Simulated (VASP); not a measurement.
Input of a VASP 6.6.1 run:

The input INCAR:

```
PREC = Accurate ; ENCUT = 520
EDIFF = 1E-6 ; ISMEAR = 0
SIGMA = 0.1 ; LREAL = F
LASPH = T ; NELM = 100
ALGO = Normal ; ISIF = 2
LWAVE = F ; LCHARG = F
GGA = PE ; NBANDS = 12
```

KPOINTS

```
regular mesh
0
Gamma
  6 6 6
```

The input POSCAR:

```
Ga
1.0
    2.7179413345      0.0000000000      0.0000000000
    0.0000000000      2.7179413345      0.0000000000
    0.0000000000      0.0000000000      2.7179413345
Ga
1
Direct
    0.0000000000      0.0000000000      0.0000000000
```

Potentials or basis: VASP PAW PBE potentials, release 64 (Ga_d).

The run is started by

```bash
$ cat potpaw_PBE.64/Ga_d/POTCAR > POTCAR
$ mpirun -np 1 vasp_std > vasp.out
```

(1) Predict the pressure.

Results:

(1) 0.5 GPa.

Caveat: the k points lie up to 0.39 Å⁻¹ apart.
